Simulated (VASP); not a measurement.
# Tl (P6_3/mmc) in VASP: notebook, part 2 of 2

VASP 6.6.1. The steps go on from the part before.

## (5) Single point, PBE

Contents of INCAR:

```
SYSTEM = Tl
PREC = Accurate
ENCUT = 520
EDIFF = 1E-6
ISMEAR = -1
SIGMA = 0.1
LREAL = .False.
LASPH = .True.
NELM = 100
ALGO = Normal
ISIF = 2
LWAVE = .False.
LCHARG = .False.
GGA = PE
NBANDS = 20
```

Contents of KPOINTS:

```
Automatic mesh
0
Gamma
  17 17 9
  0 0 0
```

Contents of POSCAR:

```
Tl
1.0
    3.5902820628      0.0000000000      0.0000000000
   -1.7951410314      3.1092754731      0.0000000000
    0.0000000000      0.0000000000      5.6419406004
Tl
2
Direct
    0.3333333333      0.6666666667      0.2500000000
    0.6666666667      0.3333333333      0.7500000000
```

Potentials or basis: VASP PAW PBE potentials, release 64 (Tl_d).

Command:

```
$ cat potpaw_PBE.64/Tl_d/POTCAR > POTCAR
$ mpirun -np 1 vasp_std > vasp.out
```

OUTCAR:

```text
SYSTEM = Tl
   PREC = Accurate
   ENCUT = 520
   EDIFF = 1E-6
   ISMEAR = -1
   LREAL = .False.
   LASPH = .True.
   NELM = 100
   ISIF = 2
   GGA = PE

 ion  position               nearest neighbor table
   1  0.333  0.667  0.250-   2 3.50   2 3.50   2 3.50   2 3.50   2 3.50   2 3.50
   2  0.667  0.333  0.750-   1 3.50   1 3.50   1 3.50   1 3.50   1 3.50   1 3.50

  LATTYP: Found a hexagonal cell.
 ALAT       =     3.5902820628
 C/A-ratio  =     1.5714477308

  Lattice vectors:

 A1 = (   3.5902820628,   0.0000000000,   0.0000000000)
 A2 = (  -1.7951410314,   3.1092754731,   0.0000000000)
 A3 = (   0.0000000000,   0.0000000000,   5.6419406004)

Analysis of symmetry for initial positions (statically):
=====================================================================
 Subroutine PRICEL returns:
 Original cell was already a primitive cell.

 Routine SETGRP: Setting up the symmetry group for a
 hexagonal supercell.

 Subroutine GETGRP returns: Found 24 space group operations
 (whereof 12 operations were pure point group operations)
 out of a pool of 24 trial point group operations.

The static configuration has the point symmetry D_3d.
 The point group associated with its full space group is D_6h.

Analysis of symmetry for dynamics (positions and initial velocities):
=====================================================================
 Subroutine PRICEL returns:
 Original cell was already a primitive cell.

 Routine SETGRP: Setting up the symmetry group for a
 hexagonal supercell.

 Subroutine GETGRP returns: Found 24 space group operations
 (whereof 12 operations were pure point group operations)
 out of a pool of 24 trial point group operations.

The dynamic configuration has the point symmetry D_3d.
 The point group associated with its full space group is D_6h.

 Subroutine INISYM returns: Found 24 space group operations
 (whereof 12 operations are pure point group operations),
 and found     1 'primitive' translations

----------------------------------------------------------------------------------------

                                     Primitive cell

  volume of cell :      62.9820

  direct lattice vectors                    reciprocal lattice vectors
     3.590282063  0.000000000  0.000000000     0.278529648  0.160809167  0.000000000
    -1.795141031  3.109275473  0.000000000     0.000000000  0.321618335  0.000000000
     0.000000000  0.000000000  5.641940600     0.000000000  0.000000000  0.177243979

  length of vectors
     3.590282063  3.590282063  5.641940600     0.321618335  0.321618335  0.177243979

  position of ions in fractional coordinates (direct lattice)
     0.333333333  0.666666667  0.250000000
     0.666666667  0.333333333  0.750000000

  ion indices of the primitive-cell ions
   primitive index   ion index
                 1           1
                 2           2

----------------------------------------------------------------------------------------

 KPOINTS: Automatic mesh

Automatic generation of k-mesh.
 Grid dimensions read from file:
 generate k-points for:   17   17    9

 Generating k-lattice:

  Cartesian coordinates                     Fractional coordinates (reciprocal lattice)
     0.016384097  0.009459363  0.000000000     0.058823529  0.000000000  0.000000000
     0.000000000  0.018918726  0.000000000     0.000000000  0.058823529  0.000000000
     0.000000000  0.000000000  0.019693775     0.000000000  0.000000000  0.111111111

  Length of vectors
     0.018918726  0.018918726  0.019693775

  Shift w.r.t. Gamma in fractional coordinates (k-lattice)
     0.000000000  0.000000000  0.000000000

 Subroutine IBZKPT returns following result:
 ===========================================

 Found    165 irreducible k-points:

 Following reciprocal coordinates:
            Coordinates               Weight
  0.000000  0.000000  0.000000      1.000000
  0.058824 -0.000000  0.000000      6.000000
  0.117647  0.000000  0.000000      6.000000
  0.176471 -0.000000  0.000000      6.000000
  0.235294  0.000000  0.000000      6.000000
  0.294118  0.000000  0.000000      6.000000
[... 16 lines left out ...]
  0.411765  0.117647  0.000000     12.000000
  0.176471  0.176471  0.000000      6.000000
 [... further k-points ...]
   k-points           NKPTS =    165   k-points in BZ     NKDIM =    165   number of bands    NBANDS=     20
   number of dos      NEDOS =    301   number of ions     NIONS =      2
   total plane-waves  NPLWV =  32928
   dimension x,y,z NGX =    28 NGY =   28 NGZ =   42
   dimension x,y,z NGXF=    56 NGYF=   56 NGZF=   84
   ions per type =               2
   NGX,Y,Z   is equivalent  to a cutoff of  12.97, 12.97, 12.38 a.u.
   NGXF,Y,Z  is equivalent  to a cutoff of  25.93, 25.93, 24.75 a.u.
 SYSTEM =  Tl
   PREC   = accura    normal or accurate (medium, high low for compatibility)
   ISTART =      0    job   : 0-new  1-cont  2-samecut
   ICHARG =      2    charge: 1-file 2-atom 10-const
   ISPIN  =      1    spin polarized calculation?
   LNONCOLLINEAR =      F non collinear calculations
   LSORBIT =      F    spin-orbit coupling
   LASPH  =      T    aspherical Exc in radial PAW
   ENCUT  =  520.0 eV  38.22 Ry    6.18 a.u.   6.68  6.68 10.49*2*pi/ulx,y,z
   NELM   =    100;   NELMIN=  2; NELMDL= -5     # of ELM steps
   EDIFF  = 0.1E-05   stopping-criterion for ELM
   LREAL  =      F    real-space projection
   EDIFFG = 0.1E-04   stopping-criterion for IOM
   NSW    =      0    number of steps for IOM
   IBRION =     -1    ionic relax: 0-MD 1-quasi-New 2-CG
   NFREE  =      0    steps in history (QN), initial steepest desc. (CG)
   ISIF   =      2    stress and relaxation
   ISYM   =      2    0-nonsym 1-usesym 2-fastsym
   POTIM  = 0.5000    time-step for ionic-motion
   TEBEG  =    0.0;   TEEND  =   0.0 temperature during run
   PSTRESS=    0.0 pullay stress
   NELECT =      26.0000    total number of electrons
   NUPDOWN=      -1.0000    fix difference up-down
   EMIN   =  10.00;   EMAX   =-10.00  energy-range for DOS
   EFERMI =   0.00;   METHOD = LEGACY
   ISMEAR =    -1;   SIGMA  =   0.10  broadening in eV -4-tet -1-fermi 0-gaus
   EFERMI_NEDOS =   21; number of points for ismear=-14 and -15
   IALGO  =     38    algorithm
   IMIX   =      4    mixing-type and parameters
     AMIX     =   0.40;   BMIX     =  1.00
     AMIX_MAG =   1.60;   BMIX_MAG =  1.00
  volume/ion in A,a.u.               =      31.49       212.51
  Fermi-wavevector in a.u.,A,eV,Ry     =   1.218972  2.303524 20.216810  1.485894
  Thomas-Fermi vector in A             =   2.354240
   LORBIT       =      0    0 simple, 1 ext, 2 COOP (PROOUT), +10 PAW based schemes
   GGA     = PE    functional components
   LHFCALC =     F    Hartree Fock is set to
   AEXX    =    0.0000 exact exchange contribution
   IVDW    =     0    specifies the selected vdW correction
   LEPSILON=     F    determine dielectric tensor
   LRPA    =     F    only Hartree local field effects (RPA)
 non-spin polarized calculation
  energy-cutoff  :      520.00
  volume of cell :       62.98
 maximum number of plane-waves:      1731
 NGX is ok and might be reduce to    28
   NGX = 13   NGY = 13   NGZ = 21

 number of electron      26.0000008 magnetization

 Free energy of the ion-electron system (eV)
  ---------------------------------------------------
  ext. energy  EPLUGINS =         0.00000000
  ---------------------------------------------------
  free energy    TOTEN  =        -4.46801292 eV

  energy without entropy =       -4.43575017  energy(sigma->0) =       -4.45188155

 E-fermi :   5.6302     XC(G=0):  -9.7159

 val. band max:        5.6036530697   @ k =   0.4118   0.1765   0.2222
 cond. band min:       5.6643264661   @ k =   0.2353   0.0000   0.2222
 fundamental gap:      0.0606733964
 Fermi energy:         5.6301701250

 k-point     1 :       0.0000    0.0000    0.0000
  band No.  band energies     occupation
      1      -6.0135      2.00000
      2      -5.8470      2.00000
      3      -5.8462      2.00000
      4      -5.8462      2.00000
      5      -5.8036      2.00000
      6      -5.8036      2.00000
[... 12 lines left out ...]
     19      15.6593      0.00000
     20      15.9866      0.00000
[... 507 lines left out ...]
 k-point    24 :       0.1765    0.1765    0.0000
  band No.  band energies     occupation
      1      -5.9507      2.00000
      2      -5.9453      2.00000
      3      -5.9298      2.00000
      4      -5.8544      2.00000
      5      -5.7467      2.00000
      6      -5.6835      2.00000
[... 12 lines left out ...]
     19      14.3818      0.00000
     20      16.4355      0.00000

 [... further k-points ...]

------------------------ aborting loop because EDIFF is reached ----------------------------------------

  FORCE on cell =-STRESS in cart. coord.  units (eV):
  Direction    XX          YY          ZZ          XY          YZ          ZX
  --------------------------------------------------------------------------------------
  -------------------------------------------------------------------------------------
  Total       -0.0580054     -0.0580054      0.0269924     -0.0000000     -0.0000000      0.0000000
  in kB       -1.4755798     -1.4755798      0.6866508     -0.0000000     -0.0000000      0.0000000
  external PRESSURE =      -0.7548362 kB  Pullay stress =       0.0000000 kB

 VOLUME and BASIS-vectors are now :
 -----------------------------------------------------------------------------
  energy-cutoff  :      520.00
  volume of cell :       62.98
      direct lattice vectors                 reciprocal lattice vectors
     3.590282063  0.000000000  0.000000000     0.278529648  0.160809167  0.000000000
    -1.795141031  3.109275473  0.000000000     0.000000000  0.321618335  0.000000000
     0.000000000  0.000000000  5.641940600     0.000000000  0.000000000  0.177243979

 POSITION                                       TOTAL-FORCE (eV/Angst)
 -----------------------------------------------------------------------------------
     -0.00000      2.07285      1.41049        -0.000000      0.000000      0.000000
      1.79514      1.03643      4.23146         0.000000     -0.000000      0.000000
 -----------------------------------------------------------------------------------
    total drift:                               -0.000000      0.000000      0.000000

  FREE ENERGIE OF THE ION-ELECTRON SYSTEM (eV)
  ---------------------------------------------------
  free  energy   TOTEN  =        -4.4680129241 eV

  energy  without entropy=       -4.4357501680  energy(sigma->0) =       -4.45188155
```

stdout:

```text
POSCAR found type information on POSCAR Tl
 POSCAR found :  1 types and       2 ions
 scaLAPACK will be used
 LDA part: xc-table for (Slater+PW92), standard interpolation
 POSCAR, INCAR and KPOINTS ok, starting setup
 FFT: planning ... GRIDC
 FFT: planning ... GRID_SOFT
 FFT: planning ... GRID
 WAVECAR not read
 entering main loop
```

It took 53 s on 1 thread of Intel Xeon 6975P-C (Granite Rapids), shared host; peak memory 0.29 GiB.

Results:

| Property | Result |
| --- | --- |
| Free energy | -4.4680 eV |
| Pressure | -0.1 GPa |
| Band gap on the k mesh | zero (band 13 reaches 8.15 eV, above the bottom of band 14 at 3.92 eV) |

Caveat: spin-orbit coupling is left out, which moves the levels of the heavy elements.

## (6) Summary

```csv
k mesh,smearing,gap on the mesh (eV),pressure (GPa)
10 × 10 × 6,methfessel-paxton 1 eV,none,-0.1
11 × 11 × 6,fermi-dirac 0.1 eV,none,-0.1
15 × 15 × 8,fermi-dirac 0.1 eV,none,-0.1
17 × 17 × 9,fermi-dirac 0.1 eV,none,-0.1
```

Alike in all rows: task single point; level PBE; potentials or basis VASP PAW PBE potentials, release 64 (Tl_d); no spin polarisation; cell as given; cutoff (eV) 520.

Every run on the cell as given and a fine mesh finds a metal.

Caveats: spin-orbit coupling is left out, which moves the levels of the heavy elements.

Absolute energies hang on the potentials; compare differences alone.
